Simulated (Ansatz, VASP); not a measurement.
**One calculation of Fe, two programs**

```
Fe
1.0
     3.59500    1.79750    1.79750
     1.79750    3.59500    1.79750
     1.79750    1.79750    3.59500
Fe
2
Cartesian
  0.0000 0.0000 0.0000
  3.5950 3.5950 3.5950
```

Alike in both runs: task single point; functional PBE; k mesh 11 × 11 × 11; occupations fermi-dirac, width 0.1 eV; collinear spin.

```csv
,VASP,Ansatz
version,VASP 6.6.1,Ansatz 0.2.0
potentials or method,"VASP PAW PBE potentials, release 64 (Fe), cutoff 520 eV","PAW, plane waves, scalar-relativistic"
valence electrons in the cell,16,32
```

|  | VASP | Ansatz | Ansatz less VASP |
| --- | --- | --- | --- |
| pressure (GPa) | -16.7 | -17.0 | -0.34 |
| traceless stress, the component that is largest in VASP (GPa) | 0.16 | 0.16 | -0.002 |
| net moment per atom (μB) | 0.92 | 0.90 | -0.021 |
| size of the moment on the site where the two differ most (μB) | 1.93 | 1.90 | -0.029 |

Site moments also hang on the region over which each program counts them. VASP's potentials hold 16 valence electrons a cell and Ansatz's 32, so a difference there can come from the potentials and not from the codes. Ansatz's warnings: negative dielectric reading.
